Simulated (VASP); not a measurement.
**GaP (rocksalt type): electric field gradients with PBE**

Crystal: GaP (rocksalt type).

```
CELL_PARAMETERS angstrom
0.00000 2.58047 2.58047
2.58047 0.00000 2.58047
2.58047 2.58047 0.00000
ATOMIC_POSITIONS crystal
Ga 0.00000 0.00000 0.00000
P 0.50000 0.50000 0.50000
```

```
Program                : VASP 6.6.1
Task                   : electric field gradients
Functional             : PBE
Potentials or basis    : VASP PAW PBE potentials, release 64 (Ga_d, P)
Cutoff                 : 520 eV
k mesh                 : 12 × 12 × 12
Occupations            : fermi-dirac, width 0.05 eV
Spin                   : no spin polarisation
Dipole correction      : no
Further INCAR settings : ALGO = Normal; EDIFF = 1e-08; NBANDS = 16
```

- Pressure: 0.1 GPa
- Band gap on the k mesh: zero (band 9 reaches 6.93 eV, above the bottom of band 10 at 3.74 eV)

Levels at points of the mesh, in eV from the Fermi level:
```csv
k point,band 5,band 6,band 7,band 8,band 9,band 10,band 11,band 12,band 13,band 14
"(0.00, 0.00, 0.00)",-14.58,-13.14,0.04,0.04,0.04,1.46,7.13,7.13,7.13,8.68
"(0.50, 0.00, 0.00)",-14.53,-10.39,-7.74,0.21,0.21,3.09,3.09,3.18,5.21,12.71
"(0.50, 0.50, 0.00)",-14.51,-9.32,-5.77,-3.09,-2.61,-2.61,3.46,10.92,10.92,12.34
```

It took 19 s on 1 thread of Intel(R) Xeon(R) 6975P-C (Granite Rapids), with other jobs on the host, peak memory 0.17 GiB.

Caveat: without QUAD_EFG the Cq values of the log hold for a quadrupole moment of 1 mb, not for the nuclei.
